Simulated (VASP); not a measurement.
Write the native input for VASP 6.6.1 that does the following.

- Task: single point
- Functional: PBE
- Potentials or basis: VASP PAW PBE potentials, release 64 (Cd, Hg, Te)
- Cutoff: 520 eV
- k mesh: 12 × 12 × 2
- Occupations: gaussian, width 0.1 eV
- Spin: no spin polarisation
- Dipole correction: no
- Further INCAR settings: ALGO = Fast; EDIFF = 1e-06; NBANDS = 66

The structure of CdHg2Te3 lies in POSCAR:

```
CdHg2Te3
1.0
    4.6912175866      0.0000000000      0.0000000000
   -2.3456087933      4.0627136047      0.0000000000
    0.0000000000      0.0000000000     23.0799959421
Cd Hg Te
2 4 6
Direct
    0.3333333333      0.6666666667      0.9998314498
    0.6666666667      0.3333333333      0.4998314498
    0.3333333333      0.6666666667      0.3335803361
    0.3333333333      0.6666666667      0.6665587403
    0.6666666667      0.3333333333      0.1665587403
    0.6666666667      0.3333333333      0.8335803361
    0.3333333333      0.6666666667      0.1246154253
    0.3333333333      0.6666666667      0.4588154741
    0.3333333333      0.6666666667      0.7915985644
    0.6666666667      0.3333333333      0.2915985644
    0.6666666667      0.3333333333      0.6246154253
    0.6666666667      0.3333333333      0.9588154741
```

These files were run (other wordings do the same):

INCAR

```
PREC = Accurate
ENCUT = 520
EDIFF = 1E-6
ISMEAR = 0
SIGMA = 0.1
LREAL = False
LASPH = True
NELM = 100
ALGO = Fast
ISIF = 2
LWAVE = False
LCHARG = False
GGA = PE
NBANDS = 66
```

KPOINTS

```
Automatic mesh
0
Gamma
  12 12 2
```

Potentials or basis: VASP PAW PBE potentials, release 64 (Cd, Hg, Te).

Run with:

```sh
$ cat potpaw_PBE.64/Cd/POTCAR potpaw_PBE.64/Hg/POTCAR potpaw_PBE.64/Te/POTCAR > POTCAR
$ mpirun -np 1 vasp_std > vasp.out
```

Results of the run:

The pressure is 0.1 GPa, the largest force is 0.004 eV/Å and the band gap on the k mesh is zero (filled and empty bands touch).

Caveat: semilocal functionals underestimate gaps, and a narrow one can read as zero; spin-orbit coupling is left out, which moves the levels of the heavy elements.

Run time: 36 min on 1 thread of Oxide Virtual Turin-like Processor (shared host), peak memory 1.1 GiB.
